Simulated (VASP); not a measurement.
A run of VASP 6.6.1 is set up as follows.

Contents of INCAR:

```
SYSTEM = In12P12H3N
PREC = Accurate
ENCUT = 520
EDIFF = 1E-6
ISMEAR = -1
SIGMA = 0.05
LREAL = Auto
LASPH = .TRUE.
NELM = 100
ALGO = Normal
ISIF = 2
LWAVE = .FALSE.
LCHARG = .FALSE.
GGA = PE
IVDW = 12
NBANDS = 132
```

File KPOINTS:

```
Automatic mesh
0
G
  2 2 1
  0 0 0
```

POSCAR

```
In12P12H3N
1.0
    8.2995950000      0.0000000000      0.0000000000
    4.1497980000      7.1876600000      0.0000000000
    0.0000000000      0.0000000000     19.6236650000
In P N H
12 12 1 3
Direct
    0.0000000000      0.0000000000      0.0509588805
    0.0000022074      0.4999958262      0.0509588805
    0.5000003012      0.0000000000      0.0509588805
    0.5000025086      0.4999958262      0.0509588805
    0.6572537717      0.6532028504      0.2353688773
    0.6644905900      0.1506331685      0.2381308486
    0.1244158545      0.6846595415      0.2295748526
    0.1794130605      0.1722118186      0.2361893153
    0.2446843946      0.2427632915      0.4356168942
    0.2590848873      0.7803513244      0.3955734059
    0.7986424904      0.2800355053      0.4030235942
    0.7515564628      0.7981317981      0.4048734016
    0.1666698217      0.1666606378      0.0941261482
    0.1666650727      0.6666703767      0.0941261482
    0.6666701229      0.1666606378      0.0941261482
    0.6666653739      0.6666703767      0.0941261482
    0.8288380993      0.8023473564      0.2767780636
    0.8573662199      0.2955342907      0.2721611891
    0.3207250832      0.8316336610      0.2677532459
    0.3328035777      0.3643466719      0.2793565830
    0.4334741654      0.4000050086      0.3823444805
    0.4602612099      0.9177117449      0.4536257626
   -0.0841728484      0.4547933542      0.4752170402
   -0.0282019230      0.9540378927      0.4590630751
    0.3392567014      0.3290778918      0.5425031461
    0.3373626229      0.2567177635      0.5833976477
    0.4939034824      0.2708809265      0.5411629275
    0.2776094287      0.4735059811      0.5429362966
```

Potentials or basis: VASP PAW PBE potentials, release 64 (In_d, P, N, H).

Command:

```sh
$ cat potpaw_PBE.64/In_d/POTCAR potpaw_PBE.64/P/POTCAR potpaw_PBE.64/N/POTCAR potpaw_PBE.64/H/POTCAR > POTCAR
$ mpirun -np 1 vasp_std > vasp.out
```

Question: Predict the dispersion energy per atom.

Answer: -0.213 eV.

Question: Estimate the largest force.

Answer: 4.041 eV/Å.

Question: Estimate the band gap on the k mesh.

Answer: Zero (bands 112 and 113 overlap by 0.09 eV).

Forces in eV/Å, atoms in the order of the input:
```
In  -0.028  0.034 -0.054
In   0.032  0.000  0.371
In   0.044  0.075  0.423
In   0.000 -0.046  0.133
In  -0.521 -1.108 -0.566
In   0.076 -0.181 -0.756
In   2.070 -0.484 -1.284
In   0.514 -0.377 -0.493
In   0.307  1.173  0.341
In   0.999 -0.336 -0.108
In   0.137 -0.298  0.049
In   2.666 -1.098  0.442
P    0.267  0.155  0.369
P   -0.306 -0.046  0.134
P   -0.107 -0.185  0.256
P    0.036 -0.037  0.058
P   -1.177  1.548  0.703
P   -0.865  1.175  0.060
P   -0.354 -0.097  0.011
P    0.503 -0.504  0.227
P   -0.605  0.432 -0.044
P   -1.981 -0.482  0.645
P   -0.172  0.736 -0.781
P   -1.579 -0.016 -0.198
N    3.726 -1.106 -1.103
H   -0.899  0.640  0.805
H   -2.441  1.342 -0.404
H   -0.341 -0.909  0.762
```

Caveat: the k points lie up to 0.44 Å⁻¹ apart; the atoms stand as in a frame of molecular dynamics; there is no dipole correction, which matters where the two faces differ; spin-orbit coupling is left out, which moves the levels of the heavy elements.
